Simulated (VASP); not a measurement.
Crystal: NaCl.

```
Na Cl
1.0
     0.00000    2.89466    2.89466
     2.89466    0.00000    2.89466
     2.89466    2.89466    0.00000
Na Cl
1 1
Cartesian
  0.0000 0.0000 0.0000
  2.8947 2.8947 2.8947
```

This cell differs from its parent crystal: strain +3.3%.

Base run:

```yaml
Program: VASP 6.6.1
Functional: r2SCAN
Potentials_or_basis: VASP PAW PBE potentials, release 64 (Na_pv, Cl)
Cutoff: 520 eV
k_mesh: 8 × 8 × 8
Occupations: gaussian, width 0.01 eV
Spin: no spin polarisation
```

Its results: band gap on the k mesh 5.61 eV; pressure -2.4 GPa.

Question: The run is repeated on the same cell with these changes: functional from r2SCAN to PBE; k mesh from 8 × 8 × 8 to 4 × 4 × 4. What comes out?

Answer: Band gap on the k mesh 4.82 eV; pressure -1.0 GPa.

Several settings changed at once.

Caveats: some runs use coarse meshes; the PAW data sets were made with another functional, which shifts forces and pressure a little (at least some runs).

A k mesh can miss the band edges.
